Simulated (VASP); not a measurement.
Input of a VASP 6.6.1 run:

The input INCAR:

```
  PREC = Accurate
  ENCUT = 520
  EDIFF = 1E-6
  ISMEAR = -1
  SIGMA = 0.1
  LREAL = False
  LASPH = True
  NELM = 100
  ALGO = Normal
  ISIF = 2
  LWAVE = False
  LCHARG = False
  NBANDS = 9
```

KPOINTS

```
regular mesh
0
Gamma
  14 14 14
```

POSCAR

```
Se
1.0
    0.0000000000      2.1720228425      2.1720228425
    2.1720228425      0.0000000000      2.1720228425
    2.1720228425      2.1720228425      0.0000000000
Se
1
Direct
    0.0000000000      0.0000000000      0.0000000000
```

Potentials or basis: VASP PAW LDA potentials, release 64 (Se).

Command:

```console
$ cat potpaw_LDA.64/Se/POTCAR > POTCAR
$ mpirun -np 1 vasp_std > vasp.out
```

What does it give for the pressure?

-5.7 GPa.

Estimate the band gap on the k mesh.

zero (band 3 reaches 8.35 eV, above the bottom of band 4 at 3.23 eV).
